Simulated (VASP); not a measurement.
# BiTe (P6_3/mmc) in VASP: further runs

The runs below take BiTe through single point, with PBE.

Everything below comes from runs of VASP 6.6.1. Logs are shortened: lines on timing, memory, paths and dates and some standing lists are left out, and cuts for length are marked.

## 1. The cell of the first run

Symmetry: P6_3/mmc, No. 194, hexagonal system. Conventional cell: a = 4.077 Å, b = 4.077 Å, c = 10.846 Å, α = 90.00°, β = 90.00°, γ = 120.00°. Bi (site symmetry -6m2) has 3 Te at 2.35 Å within 3.1 Å. Te (site symmetry -6m2) has 3 Bi at 2.35 Å within 3.1 Å.

## 2. Single point, PBE

INCAR

```
SYSTEM = BiTe
PREC = Accurate
ENCUT = 520
EDIFF = 1E-6
ISMEAR = 0
SIGMA = 0.1
LREAL = .FALSE.
LASPH = .TRUE.
NELM = 100
ALGO = Normal
ISIF = 2
LWAVE = .FALSE.
LCHARG = .TRUE.
GGA = PE
LELF = .TRUE.
LVHAR = .TRUE.
NBANDS = 29
```

KPOINTS

```
regular mesh
0
G
  6 6 2
  0 0 0
```

POSCAR

```
BiTe
1.0
    4.0771585679      0.0000000000      0.0000000000
   -2.0385792840      3.5309228951      0.0000000000
    0.0000000000      0.0000000000     10.8461895484
Bi Te
2 2
Direct
    0.3333333333      0.6666666667      0.2500000000
    0.6666666667      0.3333333333      0.7500000000
    0.3333333333      0.6666666667      0.7500000000
    0.6666666667      0.3333333333      0.2500000000
```

Potentials or basis: VASP PAW PBE potentials, release 64 (Bi_d, Te).

Started as:

```console
$ cat potpaw_PBE.64/Bi_d/POTCAR potpaw_PBE.64/Te/POTCAR > POTCAR
$ mpirun -np 1 vasp_std > vasp.out
```

OUTCAR:

```text
SYSTEM = BiTe
   PREC = Accurate
   ENCUT = 520
   EDIFF = 1E-6
   ISMEAR = 0
   LREAL = .FALSE.
   LASPH = .TRUE.
   NELM = 100
   ISIF = 2
   GGA = PE

 ion  position               nearest neighbor table
   1  0.333  0.667  0.250-   4 2.35   4 2.35   4 2.35
   2  0.667  0.333  0.750-   3 2.35   3 2.35   3 2.35
   3  0.333  0.667  0.750-   2 2.35   2 2.35   2 2.35
   4  0.667  0.333  0.250-   1 2.35   1 2.35   1 2.35

  LATTYP: Found a hexagonal cell.
 ALAT       =     4.0771585679
 C/A-ratio  =     2.6602324555

  Lattice vectors:

 A1 = (   4.0771585679,   0.0000000000,   0.0000000000)
 A2 = (  -2.0385792840,   3.5309228951,   0.0000000000)
 A3 = (   0.0000000000,   0.0000000000,  10.8461895484)

Analysis of symmetry for initial positions (statically):
=====================================================================
 Subroutine PRICEL returns:
 Original cell was already a primitive cell.

 Routine SETGRP: Setting up the symmetry group for a
 hexagonal supercell.

 Subroutine GETGRP returns: Found 24 space group operations
 (whereof 12 operations were pure point group operations)
 out of a pool of 24 trial point group operations.

The static configuration has the point symmetry D_3d.
 The point group associated with its full space group is D_6h.

Analysis of symmetry for dynamics (positions and initial velocities):
=====================================================================
 Subroutine PRICEL returns:
 Original cell was already a primitive cell.

 Routine SETGRP: Setting up the symmetry group for a
 hexagonal supercell.

 Subroutine GETGRP returns: Found 24 space group operations
 (whereof 12 operations were pure point group operations)
 out of a pool of 24 trial point group operations.

The dynamic configuration has the point symmetry D_3d.
 The point group associated with its full space group is D_6h.

 Subroutine INISYM returns: Found 24 space group operations
 (whereof 12 operations are pure point group operations),
 and found     1 'primitive' translations

----------------------------------------------------------------------------------------

                                     Primitive cell

  volume of cell :     156.1432

  direct lattice vectors                    reciprocal lattice vectors
     4.077158568  0.000000000  0.000000000     0.245268852  0.141606038  0.000000000
    -2.038579284  3.530922895  0.000000000     0.000000000  0.283212075  0.000000000
     0.000000000  0.000000000 10.846189548     0.000000000  0.000000000  0.092198278

  length of vectors
     4.077158568  4.077158568 10.846189548     0.283212075  0.283212075  0.092198278

  position of ions in fractional coordinates (direct lattice)
     0.333333333  0.666666667  0.250000000
     0.666666667  0.333333333  0.750000000
     0.333333333  0.666666667  0.750000000
     0.666666667  0.333333333  0.250000000

  ion indices of the primitive-cell ions
   primitive index   ion index
                 1           1
                 2           2
                 3           3
                 4           4

----------------------------------------------------------------------------------------

 KPOINTS: regular mesh

Automatic generation of k-mesh.
 Grid dimensions read from file:
 generate k-points for:    6    6    2

 Generating k-lattice:

  Cartesian coordinates                     Fractional coordinates (reciprocal lattice)
     0.040878142  0.023601006  0.000000000     0.166666667  0.000000000  0.000000000
     0.000000000  0.047202013  0.000000000     0.000000000  0.166666667  0.000000000
     0.000000000  0.000000000  0.046099139     0.000000000  0.000000000  0.500000000

  Length of vectors
     0.047202013  0.047202013  0.046099139

  Shift w.r.t. Gamma in fractional coordinates (k-lattice)
     0.000000000  0.000000000  0.000000000

 Subroutine IBZKPT returns following result:
 ===========================================

 Found     14 irreducible k-points:

 Following reciprocal coordinates:
            Coordinates               Weight
  0.000000  0.000000  0.000000      1.000000
  0.166667  0.000000  0.000000      6.000000
  0.333333  0.000000  0.000000      6.000000
  0.500000  0.000000  0.000000      3.000000
  0.166667  0.166667  0.000000      6.000000
  0.333333  0.166667  0.000000     12.000000
  0.333333  0.333333  0.000000      2.000000
  0.000000  0.000000  0.500000      1.000000
  0.166667  0.000000  0.500000      6.000000
  0.333333  0.000000  0.500000      6.000000
  0.500000  0.000000  0.500000      3.000000
  0.166667  0.166667  0.500000      6.000000
  0.333333  0.166667  0.500000     12.000000
  0.333333  0.333333  0.500000      2.000000
   k-points           NKPTS =     14   k-points in BZ     NKDIM =     14   number of bands    NBANDS=     29
   number of dos      NEDOS =    301   number of ions     NIONS =      4
   total plane-waves  NPLWV =  75600
   dimension x,y,z NGX =    30 NGY =   30 NGZ =   84
   dimension x,y,z NGXF=    60 NGYF=   60 NGZF=  168
   ions per type =               2   2
   NGX,Y,Z   is equivalent  to a cutoff of  12.23, 12.23, 12.88 a.u.
   NGXF,Y,Z  is equivalent  to a cutoff of  24.46, 24.46, 25.75 a.u.
 SYSTEM =  BiTe
   PREC   = accura    normal or accurate (medium, high low for compatibility)
   ISTART =      0    job   : 0-new  1-cont  2-samecut
   ICHARG =      2    charge: 1-file 2-atom 10-const
   ISPIN  =      1    spin polarized calculation?
   LNONCOLLINEAR =      F non collinear calculations
   LSORBIT =      F    spin-orbit coupling
   LASPH  =      T    aspherical Exc in radial PAW
   ENCUT  =  520.0 eV  38.22 Ry    6.18 a.u.   7.58  7.58 20.17*2*pi/ulx,y,z
   NELM   =    100;   NELMIN=  2; NELMDL= -5     # of ELM steps
   EDIFF  = 0.1E-05   stopping-criterion for ELM
   LREAL  =      F    real-space projection
   EDIFFG = 0.1E-04   stopping-criterion for IOM
   NSW    =      0    number of steps for IOM
   IBRION =     -1    ionic relax: 0-MD 1-quasi-New 2-CG
   NFREE  =      0    steps in history (QN), initial steepest desc. (CG)
   ISIF   =      2    stress and relaxation
   ISYM   =      2    0-nonsym 1-usesym 2-fastsym
   POTIM  = 0.5000    time-step for ionic-motion
   TEBEG  =    0.0;   TEEND  =   0.0 temperature during run
   PSTRESS=    0.0 pullay stress
   NELECT =      42.0000    total number of electrons
   NUPDOWN=      -1.0000    fix difference up-down
   EMIN   =  10.00;   EMAX   =-10.00  energy-range for DOS
   EFERMI =   0.00;   METHOD = LEGACY
   ISMEAR =     0;   SIGMA  =   0.10  broadening in eV -4-tet -1-fermi 0-gaus
   EFERMI_NEDOS =   21; number of points for ismear=-14 and -15
   IALGO  =     38    algorithm
   IMIX   =      4    mixing-type and parameters
     AMIX     =   0.40;   BMIX     =  1.00
     AMIX_MAG =   1.60;   BMIX_MAG =  1.00
  volume/ion in A,a.u.               =      39.04       263.43
  Fermi-wavevector in a.u.,A,eV,Ry     =   1.056778  1.997020 15.194698  1.116779
  Thomas-Fermi vector in A             =   2.192026
   LORBIT       =      0    0 simple, 1 ext, 2 COOP (PROOUT), +10 PAW based schemes
   GGA     = PE    functional components
   LHFCALC =     F    Hartree Fock is set to
   AEXX    =    0.0000 exact exchange contribution
   IVDW    =     0    specifies the selected vdW correction
   LEPSILON=     F    determine dielectric tensor
   LRPA    =     F    only Hartree local field effects (RPA)
 non-spin polarized calculation
 Gauss-broadening in eV      SIGMA  =   0.10
  energy-cutoff  :      520.00
  volume of cell :      156.14
 maximum number of plane-waves:      4224
   NGX = 15   NGY = 15   NGZ = 41

 number of electron      41.9999995 magnetization

 Free energy of the ion-electron system (eV)
  ---------------------------------------------------
  ext. energy  EPLUGINS =         0.00000000
  ---------------------------------------------------
  free energy    TOTEN  =         2.19045683 eV

  energy without entropy =        2.20024217  energy(sigma->0) =        2.19534950

 E-fermi :   5.6790     XC(G=0):  -7.8685

 val. band max:        5.6783385245   @ k =   0.3333   0.0000   0.5000
 cond. band min:       5.8809585558   @ k =   0.3333   0.0000   0.0000
 fundamental gap:      0.2026200313
 Fermi energy:         5.6789985873

 k-point     1 :       0.0000    0.0000    0.0000
  band No.  band energies     occupation
      1     -18.7439      2.00000
      2     -18.7439      2.00000
      3     -18.7439      2.00000
      4     -18.7439      2.00000
      5     -18.3508      2.00000
      6     -18.3507      2.00000
[... 21 lines left out ...]
     28       9.8884      0.00000
     29      10.1006      0.00000

 k-point     2 :       0.1667    0.0000    0.0000
  band No.  band energies     occupation
      1     -18.7586      2.00000
      2     -18.7586      2.00000
      3     -18.7169      2.00000
      4     -18.7169      2.00000
      5     -18.3126      2.00000
      6     -18.3125      2.00000
[... 21 lines left out ...]
     28      10.4298      0.00000
     29      11.0876      0.00000

 k-point     3 :       0.3333    0.0000    0.0000
  band No.  band energies     occupation
      1     -18.7845      2.00000
      2     -18.7845      2.00000
      3     -18.6622      2.00000
      4     -18.6622      2.00000
      5     -18.2406      2.00000
      6     -18.2406      2.00000
[... 21 lines left out ...]
     28      10.5813      0.00000
     29      11.7921      0.00000

 k-point     4 :       0.5000    0.0000    0.0000
  band No.  band energies     occupation
      1     -18.7963      2.00000
      2     -18.7963      2.00000
      3     -18.6344      2.00000
      4     -18.6344      2.00000
      5     -18.2063      2.00000
      6     -18.2063      2.00000
[... 277 lines left out ...]
     28      10.7370      0.00000
     29      10.9394      0.00000

 k-point    13 :       0.3333    0.1667    0.5000
  band No.  band energies     occupation
      1     -18.7957      2.00000
      2     -18.7957      2.00000
      3     -18.6296      2.00000
      4     -18.6296      2.00000
      5     -18.2120      2.00000
      6     -18.2120      2.00000
[... 21 lines left out ...]
     28      10.2435      0.00000
     29      12.0749      0.00000

 k-point    14 :       0.3333    0.3333    0.5000
  band No.  band energies     occupation
      1     -18.8008      2.00000
      2     -18.8008      2.00000
      3     -18.6091      2.00000
      4     -18.6091      2.00000
      5     -18.2024      2.00000
      6     -18.2024      2.00000
[... 21 lines left out ...]
     28      10.7474      0.00000
     29      11.2725      0.00000

------------------------ aborting loop because EDIFF is reached ----------------------------------------

  FORCE on cell =-STRESS in cart. coord.  units (eV):
  Direction    XX          YY          ZZ          XY          YZ          ZX
  --------------------------------------------------------------------------------------
  -------------------------------------------------------------------------------------
  Total       81.1176725     81.1176726     -0.2825710     -0.0000000      0.0000000      0.0000000
  in kB      832.3443532    832.3443532     -2.8994463     -0.0000000      0.0000000      0.0000000
  external PRESSURE =     553.9297534 kB  Pullay stress =       0.0000000 kB

 VOLUME and BASIS-vectors are now :
 -----------------------------------------------------------------------------
  energy-cutoff  :      520.00
  volume of cell :      156.14
      direct lattice vectors                 reciprocal lattice vectors
     4.077158568  0.000000000  0.000000000     0.245268852  0.141606038  0.000000000
    -2.038579284  3.530922895  0.000000000     0.000000000  0.283212075  0.000000000
     0.000000000  0.000000000 10.846189548     0.000000000  0.000000000  0.092198278

 POSITION                                       TOTAL-FORCE (eV/Angst)
 -----------------------------------------------------------------------------------
     -0.00000      2.35395      2.71155        -0.000000     -0.000000      0.000000
      2.03858      1.17697      8.13464         0.000000      0.000000      0.000000
     -0.00000      2.35395      8.13464        -0.000000     -0.000000      0.000000
      2.03858      1.17697      2.71155         0.000000     -0.000000      0.000000
 -----------------------------------------------------------------------------------
    total drift:                               -0.000000      0.000000     -0.000000

  FREE ENERGIE OF THE ION-ELECTRON SYSTEM (eV)
  ---------------------------------------------------
  free  energy   TOTEN  =         2.1904568312 eV

  energy  without entropy=        2.2002421736  energy(sigma->0) =        2.19534950
```

It took 92 s on 1 thread of Intel Xeon 8259CL, shared host; peak memory 0.28 GiB.

What came out:

```
Free energy            : 2.1905 eV
Pressure               : 55.4 GPa
Band gap on the k mesh : zero (bands 21 and 22 overlap by 3.02 eV)
```

Stress tensor (GPa, compression positive):
```
83.23  0.00  0.00
 0.00 83.23  0.00
 0.00  0.00 -0.29
```

Caveat: the cell stands under pressure; spin-orbit coupling is left out, which moves the levels of the heavy elements; this functional lacks dispersion, which binds the layers, so the pressure and a relaxed spacing across them are unreliable.

## 3. Single point, PBE

This run uses another cell than the first one, of 42.46 Å³/atom.

INCAR

```
PREC = Accurate
ENCUT = 520
EDIFF = 1E-6
ISMEAR = 0
SIGMA = 0.1
LREAL = False
LASPH = True
NELM = 100
ALGO = Normal
ISIF = 2
LWAVE = False
LCHARG = False
GGA = PE
NBANDS = 29
```

KPOINTS

```
regular mesh
0
Gamma
  6 6 2
```

POSCAR

```
BiTe
1.0
    5.3413015696      0.0000000000      0.0000000000
   -2.6706507848      4.6257028485      0.0000000000
    0.0000000000      0.0000000000      6.8737809127
Bi Te
2 2
Direct
    0.3333333333      0.6666666667      0.2500000000
    0.6666666667      0.3333333333      0.7500000000
    0.3333333333      0.6666666667      0.7500000000
    0.6666666667      0.3333333333      0.2500000000
```

Potentials or basis: VASP PAW PBE potentials, release 64 (Bi_d, Te).

Started as:

```console
$ cat potpaw_PBE.64/Bi_d/POTCAR potpaw_PBE.64/Te/POTCAR > POTCAR
$ mpirun -np 1 vasp_std > vasp.out
```

It took 1.7 min on 1 thread of Intel Xeon 8259CL, shared host; peak memory 0.3 GiB.

The run converged. Its results:

- Free energy: -13.7373 eV
- Pressure: 0.0 GPa
- Band gap on the k mesh: zero (bands 21 and 22 overlap by 1.75 eV)

Stress tensor (GPa, compression positive):
```
 0.08  0.00  0.00
 0.00  0.08  0.00
 0.00  0.00 -0.06
```

Levels at points of the mesh, in eV from the Fermi level:
```csv
k point,band 18,band 19,band 20,band 21,band 22,band 23,band 24,band 25
"(0.00, 0.00, 0.00)",-2.96,-2.96,-1.95,-0.20,-0.20,1.09,1.09,1.20
"(0.50, 0.00, 0.00)",-3.25,-3.23,-1.98,0.93,1.77,1.94,2.13,2.70
"(0.00, 0.00, 0.50)",-3.52,-2.81,-2.81,0.32,0.32,0.32,0.32,0.72
"(0.50, 0.00, 0.50)",-2.70,-2.09,-2.09,-0.61,-0.61,1.34,1.34,2.58
```

Caveat: the k points lie up to 0.46 Å⁻¹ apart, too coarse for converged energies and pressures of a metal; spin-orbit coupling is left out, which moves the levels of the heavy elements.
